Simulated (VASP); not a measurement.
Write the native input for VASP 6.6.1 that does the following.

```yaml
Task: relaxation of cell and atoms
Functional: PBEsol
Potentials_or_basis: VASP PAW PBE potentials, release 64 (Pb_d, F)
Cutoff: 600 eV
k_mesh: 8 × 8 × 8
Occupations: gaussian, width 0.01 eV
Spin: no spin polarisation
Target_pressure: -2 GPa
Dipole_correction: no
Further_INCAR_settings: ALGO = Normal; EDIFF = 1e-06; IBRION = 2; EDIFFG = -0.002; NSW = 100; ISIF = 3
```

The structure of PbF2 (Fluorocronite) lies in POSCAR:

```
PbF2
1.0
    2.9493365922      2.9493365922      0.0000000000
   -2.9493365922      2.9493365922      0.0000000000
    0.0000000000      2.9493365922      2.9493365922
Pb F
1 2
Direct
    0.0000000000      0.0000000000      0.0000000000
    0.2500000000      0.7500000000      0.5000000000
    0.7500000000      0.2500000000      0.5000000000
```

The input as run:

INCAR

```
SYSTEM = PbF2
PREC = Accurate
ENCUT = 600
EDIFF = 1E-6
ISMEAR = 0
SIGMA = 0.01
LREAL = .FALSE.
LASPH = .TRUE.
NELM = 60
ALGO = Normal
ISIF = 3
LWAVE = .FALSE.
LCHARG = .FALSE.
GGA = PS
IBRION = 2
NSW = 100
EDIFFG = -0.002
PSTRESS = -20.0
```

KPOINTS

```
Automatic mesh
0
G
  8 8 8
  0 0 0
```

Potentials or basis: VASP PAW PBE potentials, release 64 (Pb_d, F).

Launch:

```console
$ cat potpaw_PBE.64/Pb_d/POTCAR potpaw_PBE.64/F/POTCAR > POTCAR
$ mpirun -np 1 vasp_std > vasp.out
```

It gave:

| Quantity | Value |
| --- | --- |
| Relaxed volume | 17.53 Å³/atom |
| Relaxed cell | a = 4.206 Å, b = 4.206 Å, c = 4.206 Å, α = 60.00°, β = 60.00°, γ = 90.00° |
| Space group after relaxing (to 0.05 Å) | Fm-3m (No. 225) |
| Energy change on relaxing (the enthalpy is what falls) | +3.0 meV/atom |
| Ionic steps | 3 |
| Pressure after relaxing | -2.0 GPa |
| Band gap on the k mesh | 4.31 eV, indirect (least direct gap 4.46 eV) |

Caveat: the cell is relaxed towards a set pressure, so the enthalpy falls and the energy may rise; the PAW data sets were made with another functional, which shifts forces and pressure a little; spin-orbit coupling is left out, which moves the levels of the heavy elements.

Run time: 38 s on 1 thread of Intel(R) Xeon(R) 6975P-C (Granite Rapids) (shared host), peak memory 0.21 GiB.
